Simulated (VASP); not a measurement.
# BaTe in VASP: further runs

BaTe is run at these levels: PBEsol; tasks: relaxation of shape and atoms at fixed volume.

All numbers are computed with VASP 6.6.1; they aren't measurements. Logs are shortened: lines on timing, memory, paths and dates and some standing lists are left out, and cuts for length are marked.

## 1. The cell of the first run

The typed cell holds 4 atoms: a = 5.923 Å, b = 5.923 Å, c = 4.189 Å, α = 90.00°, β = 90.00°, γ = 90.00°.

## 2. Relaxation of shape and atoms at fixed volume, PBEsol (36.74 Å³/atom)

The input, INCAR:

```
ALGO     = Normal         # electronic algorithm
EDIFF    = 1E-6           # SCF threshold, eV
EDIFFG   = -0.01          # ionic threshold
ENCUT    = 600            # plane-wave cutoff, eV
GGA      = PS             # functional
IBRION   = 2              # ionic algorithm
ISIF     = 4              # what is computed and relaxed
ISMEAR   = 0              # smearing method
LASPH    = T              # aspherical terms in the spheres
LCHARG   = F              # write CHGCAR
LREAL    = F              # projectors in reciprocal space
LWAVE    = F              # write WAVECAR
NELM     = 60             # most SCF steps
NSW      = 60             # ionic steps
PREC     = Accurate       # precision mode
SIGMA    = 0.05           # smearing width, eV
```

The input, KPOINTS:

```
k-points
0
Gamma
  6 6 8
```

The input, POSCAR:

```
BaTe
1.0
    5.9230204348      0.0000000000      0.0000000000
    0.0000000000      5.9230204348      0.0000000000
    0.0000000000      0.0000000000      4.1890777893
Ba Te
2 2
Direct
    0.5000000000      0.0000000000      0.5000000000
    0.0000000000      0.5000000000      0.5000000000
    0.0000000000      0.0000000000      0.0000000000
    0.5000000000      0.5000000000      0.0000000000
```

Potentials or basis: VASP PAW PBE potentials, release 64 (Ba_sv, Te).

Run with:

```console
$ cat potpaw_PBE.64/Ba_sv/POTCAR potpaw_PBE.64/Te/POTCAR > POTCAR
$ mpirun -np 1 vasp_std > vasp.out
```

OUTCAR:

```text
EDIFF = 1E-6
   EDIFFG = -0.01
   ENCUT = 600
   GGA = PS
   IBRION = 2
   ISIF = 4
   ISMEAR = 0
   LASPH = T
   LREAL = F
   NELM = 60
   NSW = 60
   PREC = Accurate

 ion  position               nearest neighbor table
   1  0.500  0.000  0.500-   3 3.63   4 3.63   3 3.63   4 3.63   4 3.63   4 3.63   3 3.63   3 3.63
                             2 4.19   2 4.19   2 4.19   2 4.19
   2  0.000  0.500  0.500-   3 3.63   4 3.63   3 3.63   4 3.63   3 3.63   3 3.63   4 3.63   4 3.63
                             1 4.19   1 4.19   1 4.19   1 4.19
   3  0.000  0.000  0.000-   1 3.63   2 3.63   1 3.63   2 3.63   2 3.63   2 3.63   1 3.63   1 3.63

   4  0.500  0.500  0.000-   1 3.63   2 3.63   1 3.63   2 3.63   1 3.63   1 3.63   2 3.63   2 3.63

  LATTYP: Found a simple tetragonal cell.
 ALAT       =     5.9230204348
 C/A-ratio  =     0.7072536446

  Lattice vectors:

 A1 = (   5.9230204348,   0.0000000000,   0.0000000000)
 A2 = (   0.0000000000,   5.9230204348,   0.0000000000)
 A3 = (   0.0000000000,   0.0000000000,   4.1890777893)

Analysis of symmetry for initial positions (statically):
=====================================================================
 Subroutine PRICEL returns following result:

  LATTYP: Found a simple tetragonal cell.
 ALAT       =     4.1882079146
 C/A-ratio  =     1.0002076962

  Lattice vectors:

 A1 = (   2.9615102174,  -2.9615102174,   0.0000000000)
 A2 = (   2.9615102174,   2.9615102174,   0.0000000000)
 A3 = (   0.0000000000,   0.0000000000,   4.1890777893)

   2 primitive cells build up your supercell.

 Routine SETGRP: Setting up the symmetry group for a
 simple tetragonal supercell.

 Subroutine GETGRP returns: Found 16 space group operations
 (whereof 16 operations were pure point group operations)
 out of a pool of 16 trial point group operations.

The static configuration has the point symmetry D_4h.

Analysis of symmetry for dynamics (positions and initial velocities):
=====================================================================
 Subroutine PRICEL returns following result:

  LATTYP: Found a simple tetragonal cell.
 ALAT       =     4.1882079146
 C/A-ratio  =     1.0002076962

  Lattice vectors:

 A1 = (   2.9615102174,  -2.9615102174,   0.0000000000)
 A2 = (   2.9615102174,   2.9615102174,   0.0000000000)
 A3 = (   0.0000000000,   0.0000000000,   4.1890777893)

   2 primitive cells build up your supercell.

 Routine SETGRP: Setting up the symmetry group for a
 simple tetragonal supercell.

 Subroutine GETGRP returns: Found 16 space group operations
 (whereof 16 operations were pure point group operations)
 out of a pool of 16 trial point group operations.

The dynamic configuration has the point symmetry D_4h.

 Subroutine INISYM returns: Found 16 space group operations
 (whereof 16 operations are pure point group operations),
 and found     2 'primitive' translations

----------------------------------------------------------------------------------------

                                     Primitive cell

  volume of cell :      73.4810

  direct lattice vectors                    reciprocal lattice vectors
     2.961510217 -2.961510217  0.000000000     0.168832779 -0.168832779  0.000000000
     2.961510217  2.961510217  0.000000000     0.168832779  0.168832779  0.000000000
     0.000000000  0.000000000  4.189077789     0.000000000  0.000000000  0.238716025

  length of vectors
     4.188207915  4.188207915  4.189077789     0.238765606  0.238765606  0.238716025

  position of ions in fractional coordinates (direct lattice)
     0.500000000  0.500000000  0.500000000
     0.000000000  0.000000000  0.000000000

  ion indices of the primitive-cell ions
   primitive index   ion index
                 1           1
                 2           3

----------------------------------------------------------------------------------------

 KPOINTS: k-points

Automatic generation of k-mesh.
 Grid dimensions read from file:
 generate k-points for:    6    6    8

 Generating k-lattice:

  Cartesian coordinates                     Fractional coordinates (reciprocal lattice)
     0.028138796  0.000000000  0.000000000     0.166666667  0.000000000  0.000000000
     0.000000000  0.028138796  0.000000000     0.000000000  0.166666667  0.000000000
     0.000000000  0.000000000  0.029839503     0.000000000  0.000000000  0.125000000

  Length of vectors
     0.028138796  0.028138796  0.029839503

  Shift w.r.t. Gamma in fractional coordinates (k-lattice)
     0.000000000  0.000000000  0.000000000

 Subroutine IBZKPT returns following result:
 ===========================================

 Found     50 irreducible k-points:

 Following reciprocal coordinates:
            Coordinates               Weight
  0.000000  0.000000  0.000000      1.000000
  0.166667  0.000000  0.000000      4.000000
  0.333333  0.000000  0.000000      4.000000
  0.500000  0.000000  0.000000      2.000000
  0.166667  0.166667  0.000000      4.000000
  0.333333  0.166667  0.000000      8.000000
[... 16 lines left out ...]
  0.333333  0.000000  0.250000      8.000000
  0.500000  0.000000  0.250000      4.000000
 [... further k-points ...]
   k-points           NKPTS =     50   k-points in BZ     NKDIM =     50   number of bands    NBANDS=     20
   number of dos      NEDOS =    301   number of ions     NIONS =      4
   total plane-waves  NPLWV =  82944
   dimension x,y,z NGX =    48 NGY =   48 NGZ =   36
   dimension x,y,z NGXF=    96 NGYF=   96 NGZF=   72
   ions per type =               2   2
   NGX,Y,Z   is equivalent  to a cutoff of  13.47, 13.47, 14.29 a.u.
   NGXF,Y,Z  is equivalent  to a cutoff of  26.95, 26.95, 28.57 a.u.
 SYSTEM =  unknown system
   PREC   = accura    normal or accurate (medium, high low for compatibility)
   ISTART =      0    job   : 0-new  1-cont  2-samecut
   ICHARG =      2    charge: 1-file 2-atom 10-const
   ISPIN  =      1    spin polarized calculation?
   LNONCOLLINEAR =      F non collinear calculations
   LSORBIT =      F    spin-orbit coupling
   LASPH  =      T    aspherical Exc in radial PAW
   ENCUT  =  600.0 eV  44.10 Ry    6.64 a.u.  11.83 11.83  8.37*2*pi/ulx,y,z
   NELM   =     60;   NELMIN=  2; NELMDL= -5     # of ELM steps
   EDIFF  = 0.1E-05   stopping-criterion for ELM
   LREAL  =      F    real-space projection
   EDIFFG = -.1E-01   stopping-criterion for IOM
   NSW    =     60    number of steps for IOM
   IBRION =      2    ionic relax: 0-MD 1-quasi-New 2-CG
   NFREE  =      1    steps in history (QN), initial steepest desc. (CG)
   ISIF   =      4    stress and relaxation
   ISYM   =      2    0-nonsym 1-usesym 2-fastsym
   POTIM  = 0.5000    time-step for ionic-motion
   TEBEG  =    0.0;   TEEND  =   0.0 temperature during run
   PSTRESS=    0.0 pullay stress
   NELECT =      32.0000    total number of electrons
   NUPDOWN=      -1.0000    fix difference up-down
   EMIN   =  10.00;   EMAX   =-10.00  energy-range for DOS
   EFERMI =   0.00;   METHOD = LEGACY
   ISMEAR =     0;   SIGMA  =   0.05  broadening in eV -4-tet -1-fermi 0-gaus
   EFERMI_NEDOS =   21; number of points for ismear=-14 and -15
   IALGO  =     38    algorithm
   IMIX   =      4    mixing-type and parameters
     AMIX     =   0.40;   BMIX     =  1.00
     AMIX_MAG =   1.60;   BMIX_MAG =  1.00
  volume/ion in A,a.u.               =      36.74       247.94
  Fermi-wavevector in a.u.,A,eV,Ry     =   0.984895  1.861181 13.197894  0.970018
  Thomas-Fermi vector in A             =   2.116162
   LORBIT       =      0    0 simple, 1 ext, 2 COOP (PROOUT), +10 PAW based schemes
   GGA     = PS    functional components
   LHFCALC =     F    Hartree Fock is set to
   AEXX    =    0.0000 exact exchange contribution
   IVDW    =     0    specifies the selected vdW correction
   LEPSILON=     F    determine dielectric tensor
   LRPA    =     F    only Hartree local field effects (RPA)
 conjugate gradient relaxation of ions
 non-spin polarized calculation
 Gauss-broadening in eV      SIGMA  =   0.05
  energy-cutoff  :      600.00
  volume of cell :      146.96
 maximum number of plane-waves:      4933
 NGX is ok and might be reduce to    48
   NGX = 23   NGY = 23   NGZ = 17

 number of electron      32.0000000 magnetization

 Free energy of the ion-electron system (eV)
  ---------------------------------------------------
  ext. energy  EPLUGINS =         0.00000000
  ---------------------------------------------------
  free energy    TOTEN  =       -17.87596252 eV

  energy without entropy =      -17.87596252  energy(sigma->0) =      -17.87596252

 E-fermi :   4.3187     XC(G=0):  -9.1548

 val. band max:        4.0898681827   @ k =   0.5000   0.5000   0.5000
 cond. band min:       4.6665929629   @ k =   0.0000   0.0000   0.0000
 fundamental gap:      0.5767247801
 Fermi energy:         4.3186874213

 k-point     1 :       0.0000    0.0000    0.0000
  band No.  band energies     occupation
      1     -23.9090      2.00000
      2     -23.8434      2.00000
      3      -9.3477      2.00000
      4      -9.3477      2.00000
      5      -8.9213      2.00000
      6      -8.9211      2.00000
[... 12 lines left out ...]
     19       4.9279      0.00000
     20       6.6000      0.00000

 k-point     2 :       0.1667    0.0000    0.0000
  band No.  band energies     occupation
      1     -23.9045      2.00000
      2     -23.8477      2.00000
      3      -9.3519      2.00000
      4      -9.3206      2.00000
      5      -8.9947      2.00000
      6      -8.9512      2.00000
[... 12 lines left out ...]
     19       5.2158      0.00000
     20       6.7927      0.00000

 k-point     3 :       0.3333    0.0000    0.0000
  band No.  band energies     occupation
      1     -23.8923      2.00000
      2     -23.8595      2.00000
      3      -9.3420      2.00000
      4      -9.2455      2.00000
      5      -9.1477      2.00000
      6      -9.0324      2.00000
[... 12 lines left out ...]
     19       6.2141      0.00000
     20       7.0920      0.00000

 k-point     4 :       0.5000    0.0000    0.0000
  band No.  band energies     occupation
      1     -23.8758      2.00000
      2     -23.8758      2.00000
      3      -9.2781      2.00000
      4      -9.2781      2.00000
      5      -9.1405      2.00000
      6      -9.1405      2.00000
[... 12 lines left out ...]
     19       7.1997      0.00000
     20       7.2025      0.00000

 k-point     5 :       0.1667    0.1667    0.0000
  band No.  band energies     occupation
      1     -23.9006      2.00000
      2     -23.8514      2.00000
      3      -9.4206      2.00000
      4      -9.2322      2.00000
      5      -9.1256      2.00000
      6      -8.9055      2.00000
[... 12 lines left out ...]
     19       5.6070      0.00000
     20       6.9963      0.00000
[... 353 lines left out ...]
      6      -9.0346      2.00000
[... 12 lines left out ...]
     19       6.3895      0.00000
     20       7.7850      0.00000

 k-point    22 :       0.1667    0.0000    0.2500
  band No.  band energies     occupation
      1     -23.8878      2.00000
      2     -23.8327      2.00000
      3      -9.2916      2.00000
      4      -9.2873      2.00000
      5      -9.2707      2.00000
      6      -9.0448      2.00000
[... 12 lines left out ...]
     19       6.6002      0.00000
     20       7.4556      0.00000

 k-point    23 :       0.3333    0.0000    0.2500
  band No.  band energies     occupation
      1     -23.8760      2.00000
      2     -23.8442      2.00000
      3      -9.2680      2.00000
      4      -9.2450      2.00000
      5      -9.1991      2.00000
      6      -9.0741      2.00000
[... 12 lines left out ...]
     19       6.7140      0.00000
     20       7.1063      0.00000

 k-point    24 :       0.5000    0.0000    0.2500
  band No.  band energies     occupation
      1     -23.8600      2.00000
      2     -23.8600      2.00000
      3      -9.2290      2.00000
      4      -9.2290      2.00000
      5      -9.0989      2.00000
      6      -9.0989      2.00000
[... 12 lines left out ...]
     19       6.7324      0.00000
     20       6.7324      0.00000

 [... further k-points ...]

------------------------ aborting loop because EDIFF is reached ----------------------------------------

  FORCE on cell =-STRESS in cart. coord.  units (eV):
  Direction    XX          YY          ZZ          XY          YZ          ZX
  --------------------------------------------------------------------------------------
  -------------------------------------------------------------------------------------
  Total       -0.1060223     -0.1060223     -0.1060008      0.0000000     -0.0000000      0.0000000
  in kB       -1.1558541     -1.1558541     -1.1556194      0.0000000     -0.0000000      0.0000000
  external PRESSURE =      -1.1557758 kB  Pullay stress =       0.0000000 kB

 VOLUME and BASIS-vectors are now :
 -----------------------------------------------------------------------------
  energy-cutoff  :      600.00
  volume of cell :      146.96
      direct lattice vectors                 reciprocal lattice vectors
     5.923020435  0.000000000  0.000000000     0.168832779  0.000000000  0.000000000
     0.000000000  5.923020435  0.000000000     0.000000000  0.168832779  0.000000000
     0.000000000  0.000000000  4.189077789     0.000000000  0.000000000  0.238716025

 POSITION                                       TOTAL-FORCE (eV/Angst)
 -----------------------------------------------------------------------------------
      2.96151      0.00000      2.09454        -0.000000     -0.000000      0.000000
      0.00000      2.96151      2.09454        -0.000000     -0.000000     -0.000000
      0.00000      0.00000      0.00000        -0.000000     -0.000000      0.000000
      2.96151      2.96151      0.00000         0.000000      0.000000      0.000000
 -----------------------------------------------------------------------------------
    total drift:                               -0.000000      0.000000     -0.000000

  FREE ENERGIE OF THE ION-ELECTRON SYSTEM (eV)
  ---------------------------------------------------
  free  energy   TOTEN  =       -17.8759625216 eV

  energy  without entropy=      -17.8759625216  energy(sigma->0) =      -17.87596252

 reached required accuracy - stopping structural energy minimisation
```

It took 3.3 min on 1 thread of Oxide Virtual Turin-like, shared host; peak memory 0.35 GiB.

What came out:

| Item | Value |
| --- | --- |
| Free energy | -17.8760 eV |
| Pressure after relaxing | -0.1 GPa |
| Band gap on the k mesh | 0.58 eV |

Final structure:
```yaml
crystal:
  lattice:
    - [5.92302, 0.00000, 0.00000]
    - [0.00000, 5.92302, 0.00000]
    - [0.00000, 0.00000, 4.18908]
  atoms:
    - { symbol: Ba, position: [0.50000, 0.00000, 0.50000] }
    - { symbol: Ba, position: [0.00000, 0.50000, 0.50000] }
    - { symbol: Te, position: [0.00000, 0.00000, 0.00000] }
    - { symbol: Te, position: [0.50000, 0.50000, 0.00000] }
```

Caveat: the relaxation stopped at its first step, so nothing moved; semilocal functionals underestimate gaps, and a narrow one can read as zero; the PAW data sets were made with another functional, which shifts forces and pressure a little; spin-orbit coupling is left out, which moves the levels of the heavy elements.

## 3. Relaxation of shape and atoms at fixed volume, PBEsol (37.46 Å³/atom)

This run uses another cell than the first one, of 37.46 Å³/atom.

The input, INCAR:

```
SYSTEM = BaTe
  PREC = Accurate
  ENCUT = 600
  EDIFF = 1E-6
  ISMEAR = 0
  SIGMA = 0.05
  LREAL = .False.
  LASPH = .True.
  NELM = 60
  ALGO = Normal
  ISIF = 4
  LWAVE = .False.
  LCHARG = .False.
  GGA = PS
  IBRION = 2
  NSW = 60
  EDIFFG = -0.01
```

The input, KPOINTS:

```
regular mesh
0
Gamma
  6 6 8
  0 0 0
```

The input, POSCAR:

```
BaTe
1.0
    5.9614826842      0.0000000000      0.0000000000
    0.0000000000      5.9614826842      0.0000000000
    0.0000000000      0.0000000000      4.2162803553
Ba Te
2 2
Direct
    0.5000000000      0.0000000000      0.5000000000
    0.0000000000      0.5000000000      0.5000000000
    0.0000000000      0.0000000000      0.0000000000
    0.5000000000      0.5000000000      0.0000000000
```

Potentials or basis: VASP PAW PBE potentials, release 64 (Ba_sv, Te).

Run with:

```console
$ cat potpaw_PBE.64/Ba_sv/POTCAR potpaw_PBE.64/Te/POTCAR > POTCAR
$ mpirun -np 1 vasp_std > vasp.out
```

It took 3.2 min on 1 thread of Oxide Virtual Turin-like, shared host; peak memory 0.36 GiB.

The run converged. Its results:

| Quantity | Value |
| --- | --- |
| Free energy | -17.8679 eV |
| Pressure after relaxing | -0.8 GPa |
| Band gap on the k mesh | 0.63 eV |

Final structure:
```xyz
4
Lattice="5.9615 0.0000 0.0000 0.0000 5.9615 0.0000 0.0000 0.0000 4.2163" Properties=species:S:1:pos:R:3 pbc="T T T"
Ba    2.9807    0.0000    2.1081
Ba    0.0000    2.9807    2.1081
Te    0.0000    0.0000    0.0000
Te    2.9807    2.9807    0.0000
```

Levels at points of the mesh, in eV from the valence-band top:
| k point | band 12 | band 13 | band 14 | band 15 | band 16 | band 17 | band 18 | band 19 | band 20 |
| --- | --- | --- | --- | --- | --- | --- | --- | --- | --- |
| (0.00, 0.00, 0.00) | -2.11 | -0.38 | -0.38 | -0.38 | 0.00 | 0.63 | 0.63 | 0.86 | 2.41 |
| (0.50, 0.00, 0.00) | -2.39 | -1.62 | -1.62 | -0.59 | -0.59 | 1.68 | 1.68 | 3.07 | 3.07 |
| (0.50, 0.50, 0.00) | -3.55 | -0.93 | -0.93 | -0.93 | -0.93 | 1.46 | 1.46 | 4.74 | 4.74 |
| (0.00, 0.00, 0.50) | -3.06 | -3.06 | -3.06 | -0.93 | -0.93 | 1.46 | 4.74 | 4.76 | 4.76 |
| (0.50, 0.00, 0.50) | -2.73 | -2.23 | -2.23 | -1.25 | -1.25 | 2.48 | 2.48 | 2.59 | 2.59 |
| (0.50, 0.50, 0.50) | -2.11 | -2.11 | -2.11 | 0.00 | 0.00 | 0.86 | 0.86 | 2.50 | 2.50 |

Caveat: the relaxation stopped at its first step, so nothing moved; semilocal functionals underestimate gaps, and a narrow one can read as zero; the PAW data sets were made with another functional, which shifts forces and pressure a little; spin-orbit coupling is left out, which moves the levels of the heavy elements.
